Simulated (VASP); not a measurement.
The system is HfO2.

```
Hf O
1.0
     3.55802    0.00000    0.00000
     0.00000    3.55802    0.00000
     0.00000    0.00000    5.17186
Hf O
2 4
Direct
  0.00000 0.00000 0.00000
  0.50000 0.50000 0.50000
  0.00000 0.50000 0.19721
  0.50000 0.00000 0.30279
  0.50000 0.00000 0.80279
  0.00000 0.50000 0.69721
```

```yaml
Program: VASP 6.6.1
Task: relaxation of cell and atoms
Functional: PBEsol
Dispersion: D4
Potentials_or_basis: VASP PAW PBE potentials, release 64 (Hf_pv, O)
Cutoff: 600 eV
k_mesh: 8 × 8 × 5
Occupations: fermi-dirac, width 0.05 eV
Spin: no spin polarisation
```

At the start: pressure -3.4 GPa; volume 10.91 Å³/atom.

Task: Where does the relaxation end?

Result: Over 10 steps the energy falls by 3.2 meV/atom and the volume is 10.68 Å³/atom (-2.1 %); space group P4_2/nmc (No. 137, to 0.1 Å) before and after.

Step by step:
```
step  energy change (eV)  largest force (eV/Å)  pressure (GPa)  volume (Å³)
   1              0.0000                0.0525           -3.41        65.47
   2              0.0105                0.2450            5.52        63.30
   3             -0.0100                0.1305            0.12        64.57
   4             -0.0131                0.1122            0.09        64.48
   5             -0.0171                0.0691            0.07        64.25
   6             -0.0192                0.0177           -0.20        64.23
   7             -0.0192                0.0105           -0.24        64.23
   8             -0.0193                0.0115            0.32        64.06
   9             -0.0193                0.0112            0.18        64.11
  10             -0.0195                0.0051            0.07        64.10
```

Final structure:
```
CELL_PARAMETERS angstrom
3.54269 0.00000 0.00000
0.00000 3.54269 0.00000
0.00000 0.00000 5.10691
ATOMIC_POSITIONS crystal
Hf 0.00000 0.00000 0.00000
Hf 0.50000 0.50000 0.50000
O 0.00000 0.50000 0.20410
O 0.50000 0.00000 0.29590
O 0.50000 0.00000 0.79590
O 0.00000 0.50000 0.70410
```

Caveat: the PAW data sets were made with another functional, which shifts forces and pressure a little.
